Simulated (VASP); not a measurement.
# ZnS (F222) in VASP: notebook

ZnS is run at these levels: r2SCAN; tasks: single point.

Everything below comes from runs of VASP 6.6.1. Logs are shortened: lines on timing, memory, paths and dates and some standing lists are left out, and cuts for length are marked.

### Step 1. The cell of the first run

It takes space group F222 (No. 22, orthorhombic). The conventional cell has a = 5.247 Å, b = 5.409 Å, c = 5.572 Å, α = 90.00°, β = 90.00°, γ = 90.00°. Zn (site symmetry 222) has 4 S at 2.34 Å within 3.1 Å. Within 3.1 Å of S (site symmetry 222) lie 4 Zn at 2.34 Å.

### Step 2. Single point, r2SCAN (strain +0.0300 x Voigt [1, -1, 0, 0, 0, 0])

The input, POSCAR:

```
ZnS
1.0
    0.0000000000      2.6235105000      2.7046500000
    2.7857895000      0.0000000000      2.7046500000
    2.7857895000      2.6235105000      0.0000000000
Zn S
1 1
Direct
    0.0000000000      0.0000000000      0.0000000000
    0.7500000000      0.7500000000      0.7500000000
```

The input, INCAR.step1:

```
ALGO = Normal
EDIFF = 1E-4
ENCUT = 520
GGA = PE
ISMEAR = 0
LASPH = True
LCHARG = False
LREAL = False
LWAVE = True
NBANDS = 16
NELM = 80
PREC = Accurate
SIGMA = 0.05
```

The input, INCAR.step2:

```
ALGO = Normal
EDIFF = 1E-6
ENCUT = 520
ISIF = 2
ISMEAR = 0
ISTART = 1
LASPH = True
LCHARG = False
LMIXTAU = True
LREAL = False
LWAVE = False
METAGGA = R2SCAN
NBANDS = 16
NELM = 80
PREC = Accurate
SIGMA = 0.05
```

The input, KPOINTS:

```
k-points
0
Gamma
  8 8 8
```

Potentials or basis: VASP PAW PBE potentials, release 64 (Zn, S).

Command:

```console
> cat potpaw_PBE.64/Zn/POTCAR potpaw_PBE.64/S/POTCAR > POTCAR
> cp INCAR.step1 INCAR
> mpirun -np 1 vasp_std > vasp.out
> cp INCAR.step2 INCAR
> mpirun -np 1 vasp_std > vasp.out
```

OUTCAR:

```text
EDIFF = 1E-6
   ENCUT = 520
   ISIF = 2
   ISMEAR = 0
   ISTART = 1
   LASPH = True
   LREAL = False
   METAGGA = R2SCAN
   NELM = 80
   PREC = Accurate

 ion  position               nearest neighbor table
   1  0.000  0.000  0.000-   2 2.34   2 2.34   2 2.34   2 2.34
   2  0.750  0.750  0.750-   1 2.34   1 2.34   1 2.34   1 2.34

  LATTYP: Found a face centered orthorhombic cell.
 ALAT       =     5.2470210000
 B/A-ratio  =     1.0309278351
 C/A-ratio  =     1.0618556701

  Lattice vectors:

 A1 = (  -2.7857895000,   0.0000000000,  -2.7046500000)
 A2 = (  -2.7857895000,   2.6235105000,   0.0000000000)
 A3 = (   0.0000000000,   2.6235105000,  -2.7046500000)

Analysis of symmetry for initial positions (statically):
=====================================================================
 Subroutine PRICEL returns:
 Original cell was already a primitive cell.

 Routine SETGRP: Setting up the symmetry group for a
 face centered orthorhombic supercell.

 Subroutine GETGRP returns: Found  4 space group operations
 (whereof  4 operations were pure point group operations)
 out of a pool of  8 trial point group operations.

The static configuration has the point symmetry D_2 .

Analysis of symmetry for dynamics (positions and initial velocities):
=====================================================================
 Subroutine PRICEL returns:
 Original cell was already a primitive cell.

 Routine SETGRP: Setting up the symmetry group for a
 face centered orthorhombic supercell.

 Subroutine GETGRP returns: Found  4 space group operations
 (whereof  4 operations were pure point group operations)
 out of a pool of  8 trial point group operations.

The dynamic configuration has the point symmetry D_2 .

 Subroutine INISYM returns: Found  4 space group operations
 (whereof  4 operations are pure point group operations),
 and found     1 'primitive' translations

----------------------------------------------------------------------------------------

                                     Primitive cell

  volume of cell :      39.5341

  direct lattice vectors                    reciprocal lattice vectors
     0.000000000  2.623510500  2.704650000    -0.179482333  0.190584333  0.184866803
     2.785789500  0.000000000  2.704650000     0.179482333 -0.190584333  0.184866803
     2.785789500  2.623510500  0.000000000     0.179482333  0.190584333 -0.184866803

  length of vectors
     3.768015256  3.882750927  3.826673553     0.320487178  0.320487178  0.320487178

  position of ions in fractional coordinates (direct lattice)
     0.000000000  0.000000000  0.000000000
     0.750000000  0.750000000  0.750000000

  ion indices of the primitive-cell ions
   primitive index   ion index
                 1           1
                 2           2

----------------------------------------------------------------------------------------

 KPOINTS: k-points

Automatic generation of k-mesh.
 Grid dimensions read from file:
 generate k-points for:    8    8    8

 Generating k-lattice:

  Cartesian coordinates                     Fractional coordinates (reciprocal lattice)
    -0.022435292  0.023823042  0.023108350     0.125000000  0.000000000  0.000000000
     0.022435292 -0.023823042  0.023108350     0.000000000  0.125000000  0.000000000
     0.022435292  0.023823042 -0.023108350     0.000000000  0.000000000  0.125000000

  Length of vectors
     0.040060897  0.040060897  0.040060897

  Shift w.r.t. Gamma in fractional coordinates (k-lattice)
     0.000000000  0.000000000  0.000000000

 Subroutine IBZKPT returns following result:
 ===========================================

 Found     95 irreducible k-points:

 Following reciprocal coordinates:
            Coordinates               Weight
  0.000000  0.000000  0.000000      1.000000
  0.125000  0.000000  0.000000      8.000000
  0.250000  0.000000  0.000000      8.000000
  0.375000  0.000000  0.000000      8.000000
  0.500000  0.000000  0.000000      4.000000
  0.125000  0.125000  0.000000      2.000000
[... 16 lines left out ...]
  0.250000  0.000000  0.125000      8.000000
  0.375000  0.000000  0.125000      8.000000
 [... further k-points ...]
   k-points           NKPTS =     95   k-points in BZ     NKDIM =     95   number of bands    NBANDS=     16
   number of dos      NEDOS =    301   number of ions     NIONS =      2
   total plane-waves  NPLWV =  23520
   dimension x,y,z NGX =    28 NGY =   30 NGZ =   28
   dimension x,y,z NGXF=    56 NGYF=   60 NGZF=   56
   ions per type =               1   1
   NGX,Y,Z   is equivalent  to a cutoff of  12.35, 12.84, 12.16 a.u.
   NGXF,Y,Z  is equivalent  to a cutoff of  24.71, 25.69, 24.33 a.u.
 SYSTEM =  unknown system
   PREC   = accura    normal or accurate (medium, high low for compatibility)
   ISTART =      1    job   : 0-new  1-cont  2-samecut
   ICHARG =      0    charge: 1-file 2-atom 10-const
   ISPIN  =      1    spin polarized calculation?
   LNONCOLLINEAR =      F non collinear calculations
   LSORBIT =      F    spin-orbit coupling
   LASPH  =      T    aspherical Exc in radial PAW
   ENCUT  =  520.0 eV  38.22 Ry    6.18 a.u.   7.01  7.22  7.12*2*pi/ulx,y,z
   NELM   =     80;   NELMIN=  2; NELMDL=  0     # of ELM steps
   EDIFF  = 0.1E-05   stopping-criterion for ELM
   LREAL  =      F    real-space projection
   EDIFFG = 0.1E-04   stopping-criterion for IOM
   NSW    =      0    number of steps for IOM
   IBRION =     -1    ionic relax: 0-MD 1-quasi-New 2-CG
   NFREE  =      0    steps in history (QN), initial steepest desc. (CG)
   ISIF   =      2    stress and relaxation
   ISYM   =      2    0-nonsym 1-usesym 2-fastsym
   POTIM  = 0.5000    time-step for ionic-motion
   TEBEG  =    0.0;   TEEND  =   0.0 temperature during run
   PSTRESS=    0.0 pullay stress
   NELECT =      18.0000    total number of electrons
   NUPDOWN=      -1.0000    fix difference up-down
   EMIN   =  10.00;   EMAX   =-10.00  energy-range for DOS
   EFERMI =   0.00;   METHOD = LEGACY
   ISMEAR =     0;   SIGMA  =   0.05  broadening in eV -4-tet -1-fermi 0-gaus
   EFERMI_NEDOS =   21; number of points for ismear=-14 and -15
   IALGO  =     38    algorithm
   IMIX   =      4    mixing-type and parameters
     AMIX     =   0.40;   BMIX     =  1.00
     AMIX_MAG =   1.60;   BMIX_MAG =  1.00
  volume/ion in A,a.u.               =      19.77       133.39
  Fermi-wavevector in a.u.,A,eV,Ry     =   1.259433  2.379983 21.581161  1.586171
  Thomas-Fermi vector in A             =   2.392993
   LORBIT       =      0    0 simple, 1 ext, 2 COOP (PROOUT), +10 PAW based schemes
   METAGGA = R2SCAN    functional components
   LHFCALC =     F    Hartree Fock is set to
   AEXX    =    0.0000 exact exchange contribution
   IVDW    =     0    specifies the selected vdW correction
   LEPSILON=     F    determine dielectric tensor
   LRPA    =     F    only Hartree local field effects (RPA)
 non-spin polarized calculation
 Gauss-broadening in eV      SIGMA  =   0.05
  energy-cutoff  :      520.00
  volume of cell :       39.53
 maximum number of plane-waves:      1084
   NGX = 13   NGY = 15   NGZ = 15

 number of electron      18.0000010 magnetization

 Free energy of the ion-electron system (eV)
  ---------------------------------------------------
  ext. energy  EPLUGINS =         0.00000000
  ---------------------------------------------------
  free energy    TOTEN  =       -18.85581902 eV

  energy without entropy =      -18.85581902  energy(sigma->0) =      -18.85581902

 E-fermi :   2.1313     XC(G=0): -10.2753

 val. band max:        1.9100066064   @ k =   0.0000   0.0000   0.0000
 cond. band min:       4.4654305491   @ k =   0.0000   0.0000   0.0000
 fundamental gap:      2.5554239426
 Fermi energy:         2.1313446410

 k-point     1 :       0.0000    0.0000    0.0000
  band No.  band energies     occupation
      1     -11.8431      2.00000
      2      -4.6946      2.00000
      3      -4.6748      2.00000
      4      -4.6593      2.00000
      5      -4.1442      2.00000
      6      -4.1313      2.00000
[... 8 lines left out ...]
     15      14.3100      0.00000
     16      14.5758      0.00000

 k-point     2 :       0.1250    0.0000    0.0000
  band No.  band energies     occupation
      1     -11.7238      2.00000
      2      -4.6826      2.00000
      3      -4.6593      2.00000
      4      -4.6397      2.00000
      5      -4.1439      2.00000
      6      -4.1344      2.00000
[... 8 lines left out ...]
     15      13.7967      0.00000
     16      15.1796      0.00000

 k-point     3 :       0.2500    0.0000    0.0000
  band No.  band energies     occupation
      1     -11.4129      2.00000
      2      -4.6345      2.00000
      3      -4.6105      2.00000
      4      -4.5858      2.00000
      5      -4.1362      2.00000
      6      -4.1350      2.00000
[... 8 lines left out ...]
     15      13.4082      0.00000
     16      14.7191      0.00000

 k-point     4 :       0.3750    0.0000    0.0000
  band No.  band energies     occupation
      1     -11.0608      2.00000
      2      -4.5874      2.00000
      3      -4.5480      2.00000
      4      -4.3885      2.00000
      5      -4.1259      2.00000
      6      -4.1110      2.00000
[... 8 lines left out ...]
     15      14.4947      0.00000
     16      14.7367      0.00000
[... 324 lines left out ...]
 k-point    22 :       0.1250    0.0000    0.1250
  band No.  band energies     occupation
      1     -11.6757      2.00000
      2      -4.6792      2.00000
      3      -4.6568      2.00000
      4      -4.6346      2.00000
      5      -4.1471      2.00000
      6      -4.1301      2.00000
[... 8 lines left out ...]
     15      13.9342      0.00000
     16      15.8469      0.00000

 k-point    23 :       0.2500    0.0000    0.1250
  band No.  band energies     occupation
      1     -11.4214      2.00000
      2      -4.6714      2.00000
      3      -4.6054      2.00000
      4      -4.5806      2.00000
      5      -4.1544      2.00000
      6      -4.1162      2.00000
[... 8 lines left out ...]
     15      14.0890      0.00000
     16      16.0874      0.00000

 k-point    24 :       0.3750    0.0000    0.1250
  band No.  band energies     occupation
      1     -11.0773      2.00000
      2      -4.5880      2.00000
      3      -4.5530      2.00000
      4      -4.4768      2.00000
      5      -4.1297      2.00000
      6      -4.0973      2.00000
[... 8 lines left out ...]
     15      15.1264      0.00000
     16      15.6511      0.00000

 [... further k-points ...]
[... 5 lines left out ...]
  --------------------------------------------------------------------------------------
  -------------------------------------------------------------------------------------
  Total       -0.5483279      0.1062148     -0.1604247      0.0000000      0.0000000      0.0000000
  in kB      -22.2217750      4.3045072     -6.5014425      0.0000000      0.0000000      0.0000000
  external PRESSURE =      -8.1395701 kB  Pullay stress =       0.0000000 kB

 VOLUME and BASIS-vectors are now :
 -----------------------------------------------------------------------------
  energy-cutoff  :      520.00
  volume of cell :       39.53
      direct lattice vectors                 reciprocal lattice vectors
     0.000000000  2.623510500  2.704650000    -0.179482333  0.190584333  0.184866803
     2.785789500  0.000000000  2.704650000     0.179482333 -0.190584333  0.184866803
     2.785789500  2.623510500  0.000000000     0.179482333  0.190584333 -0.184866803

 POSITION                                       TOTAL-FORCE (eV/Angst)
 -----------------------------------------------------------------------------------
      0.00000      0.00000      0.00000         0.000000      0.000000      0.000000
      4.17868      3.93527      4.05697        -0.000000      0.000000     -0.000000
 -----------------------------------------------------------------------------------
    total drift:                               -0.000325     -0.000095     -0.000654

  FREE ENERGIE OF THE ION-ELECTRON SYSTEM (eV)
  ---------------------------------------------------
  free  energy   TOTEN  =       -18.8558190182 eV

  energy  without entropy=      -18.8558190182  energy(sigma->0) =      -18.85581902
```

Wall time 3.3 min (1 thread of Intel Xeon Platinum 8488C (Sapphire Rapids), shared host); peak memory 0.2 GiB.

What came out:

| Quantity | Value |
| --- | --- |
| Free energy | -18.8558 eV |
| Pressure | -0.8 GPa |
| Band gap on the k mesh | 2.56 eV, direct |

Stress tensor (GPa, compression positive):
```
-2.22  0.00  0.00
 0.00  0.43  0.00
 0.00  0.00 -0.65
```

Caveat: the cell differs from its parent crystal (strain +0.0300 x Voigt [1, -1, 0, 0, 0, 0]); the PAW data sets were made with another functional, which shifts forces and pressure a little.

### Step 3. Single point, r2SCAN (strain +0.0350 x Voigt [1, -1, 0, 0, 0, 0])

The input, POSCAR:

```
ZnS
1.0
    0.0000000000      2.6099872500      2.7046500000
    2.7993127500      0.0000000000      2.7046500000
    2.7993127500      2.6099872500      0.0000000000
Zn S
1 1
Direct
    0.0000000000      0.0000000000      0.0000000000
    0.7500000000      0.7500000000      0.7500000000
```

The input, INCAR.step1:

```
SYSTEM = ZnS
  PREC = Accurate
  ENCUT = 520
  ISMEAR = 0
  SIGMA = 0.05
  LREAL = .False.
  LASPH = .True.
  NELM = 80
  NBANDS = 16
  GGA = PE
  ALGO = Normal
  EDIFF = 1E-4
  LWAVE = .True.
  LCHARG = .False.
```

The input, INCAR.step2:

```
SYSTEM = ZnS
  PREC = Accurate
  ENCUT = 520
  EDIFF = 1E-6
  ISMEAR = 0
  SIGMA = 0.05
  LREAL = .False.
  LASPH = .True.
  NELM = 80
  ALGO = Normal
  ISIF = 2
  LWAVE = .False.
  LCHARG = .False.
  METAGGA = R2SCAN
  LMIXTAU = .True.
  NBANDS = 16
  ISTART = 1
```

The input, KPOINTS:

```
Automatic mesh
0
Gamma
  8 8 8
  0 0 0
```

Potentials or basis: VASP PAW PBE potentials, release 64 (Zn, S).

Command:

```console
> cat potpaw_PBE.64/Zn/POTCAR potpaw_PBE.64/S/POTCAR > POTCAR
> cp INCAR.step1 INCAR
> mpirun -np 1 vasp_std > vasp.out
> cp INCAR.step2 INCAR
> mpirun -np 1 vasp_std > vasp.out
```

OUTCAR:

```text
SYSTEM = ZnS
   PREC = Accurate
   ENCUT = 520
   EDIFF = 1E-6
   ISMEAR = 0
   LREAL = .False.
   LASPH = .True.
   NELM = 80
   ISIF = 2
   METAGGA = R2SCAN
   ISTART = 1

 ion  position               nearest neighbor table
   1  0.000  0.000  0.000-   2 2.34   2 2.34   2 2.34   2 2.34
   2  0.750  0.750  0.750-   1 2.34   1 2.34   1 2.34   1 2.34

  LATTYP: Found a face centered orthorhombic cell.
 ALAT       =     5.2199745000
 B/A-ratio  =     1.0362694301
 C/A-ratio  =     1.0725388601

  Lattice vectors:

 A1 = (  -2.7993127500,   0.0000000000,  -2.7046500000)
 A2 = (  -2.7993127500,   2.6099872500,   0.0000000000)
 A3 = (   0.0000000000,   2.6099872500,  -2.7046500000)

Analysis of symmetry for initial positions (statically):
=====================================================================
 Subroutine PRICEL returns:
 Original cell was already a primitive cell.

 Routine SETGRP: Setting up the symmetry group for a
 face centered orthorhombic supercell.

 Subroutine GETGRP returns: Found  4 space group operations
 (whereof  4 operations were pure point group operations)
 out of a pool of  8 trial point group operations.

The static configuration has the point symmetry D_2 .

[... 155 lines left out ...]
  ---------------------------------------------------
  free energy    TOTEN  =       -18.85233463 eV

  energy without entropy =      -18.85233463  energy(sigma->0) =      -18.85233463

 E-fermi :   2.1341     XC(G=0): -10.2776

 val. band max:        1.9276750815   @ k =   0.0000   0.0000   0.0000
 cond. band min:       4.4658081173   @ k =   0.0000   0.0000   0.0000
 fundamental gap:      2.5381330358
 Fermi energy:         2.1341399277

 k-point     1 :       0.0000    0.0000    0.0000
  band No.  band energies     occupation
      1     -11.8404      2.00000
      2      -4.6950      2.00000
      3      -4.6715      2.00000
      4      -4.6539      2.00000
      5      -4.1436      2.00000
      6      -4.1286      2.00000
[... 433 lines left out ...]
      3      -4.5522      2.00000
      4      -4.4754      2.00000
      5      -4.1269      2.00000
      6      -4.0939      2.00000
[... 8 lines left out ...]
     15      15.1228      0.00000
     16      15.6935      0.00000

 [... further k-points ...]
[... 5 lines left out ...]
  --------------------------------------------------------------------------------------
  -------------------------------------------------------------------------------------
  Total       -0.6041152      0.1589050     -0.1478211      0.0000000      0.0000000      0.0000000
  in kB      -24.4906008      6.4419498     -5.9926106      0.0000000      0.0000000      0.0000000
  external PRESSURE =      -8.0137538 kB  Pullay stress =       0.0000000 kB

 VOLUME and BASIS-vectors are now :
 -----------------------------------------------------------------------------
  energy-cutoff  :      520.00
  volume of cell :       39.52
      direct lattice vectors                 reciprocal lattice vectors
     0.000000000  2.609987250  2.704650000    -0.178615269  0.191571817  0.184866803
     2.799312750  0.000000000  2.704650000     0.178615269 -0.191571817  0.184866803
     2.799312750  2.609987250  0.000000000     0.178615269  0.191571817 -0.184866803

 POSITION                                       TOTAL-FORCE (eV/Angst)
 -----------------------------------------------------------------------------------
      0.00000      0.00000      0.00000        -0.000000      0.000000      0.000000
      4.19897      3.91498      4.05697         0.000000     -0.000000     -0.000000
 -----------------------------------------------------------------------------------
    total drift:                               -0.000381     -0.000163     -0.000654

  FREE ENERGIE OF THE ION-ELECTRON SYSTEM (eV)
  ---------------------------------------------------
  free  energy   TOTEN  =       -18.8523346275 eV

  energy  without entropy=      -18.8523346275  energy(sigma->0) =      -18.85233463
```

OSZICAR.step1:

```text
N       E                     dE             d eps       ncg     rms          rms(c)
DAV:   1     0.894687083686E+02    0.89469E+02   -0.90183E+03  3064   0.136E+03
DAV:   2    -0.140936502754E+01   -0.90878E+02   -0.84718E+02  3528   0.261E+02
DAV:   3    -0.720479907413E+01   -0.57954E+01   -0.57702E+01  3752   0.641E+01
DAV:   4    -0.726488854159E+01   -0.60089E-01   -0.60075E-01  3864   0.678E+00
DAV:   5    -0.726557699209E+01   -0.68845E-03   -0.68844E-03  3848   0.693E-01    0.684E+00
DAV:   6    -0.685656651637E+01    0.40901E+00   -0.74060E-01  4640   0.300E+01    0.535E+00
DAV:   7    -0.683602539527E+01    0.20541E-01   -0.24871E-01  3656   0.450E+00    0.272E+00
DAV:   8    -0.683526270777E+01    0.76269E-03   -0.51467E-03  4128   0.876E-01    0.712E-01
DAV:   9    -0.683550146368E+01   -0.23876E-03   -0.12720E-03  3760   0.286E-01    0.990E-02
DAV:  10    -0.683567024900E+01   -0.16879E-03   -0.23420E-04  3744   0.125E-01    0.503E-02
DAV:  11    -0.683566104474E+01    0.92043E-05   -0.28833E-05  2040   0.632E-02
   1 F= -.68356610E+01 E0= -.68356610E+01  d E =-.403566E-11
```

Run time: 3 min. Hardware: 1 thread of Intel Xeon Platinum 8488C (Sapphire Rapids), shared host; peak memory 0.2 GiB.

Results:

| Quantity | Value |
| --- | --- |
| Free energy | -18.8523 eV |
| Pressure | -0.8 GPa |
| Band gap on the k mesh | 2.54 eV, direct |

Levels at points of the mesh, in eV from the valence-band top:
```
           k point  band 5  band 6  band 7  band 8  band 9  band 10  band 11  band 12  band 13  band 14
(0.00, 0.00, 0.00)   -6.07   -6.06   -0.25   -0.10    0.00     2.54     6.81     6.82     6.82    11.60
(0.50, 0.00, 0.00)   -6.03   -5.87   -5.47   -1.17   -0.83     3.64     7.06     7.60     9.32    12.68
(0.50, 0.50, 0.00)   -5.99   -5.85   -4.71   -2.45   -2.29     3.63     4.39    11.58    12.22    12.69
(0.50, 0.00, 0.50)   -5.98   -5.79   -4.50   -2.60   -2.53     3.45     4.02    12.02    12.41    12.69
(0.00, 0.50, 0.50)   -6.00   -5.91   -4.92   -2.23   -2.15     3.82     4.73    11.20    12.57    12.84
```

Caveat: the cell differs from its parent crystal (strain +0.0350 x Voigt [1, -1, 0, 0, 0, 0]); the PAW data sets were made with another functional, which shifts forces and pressure a little.
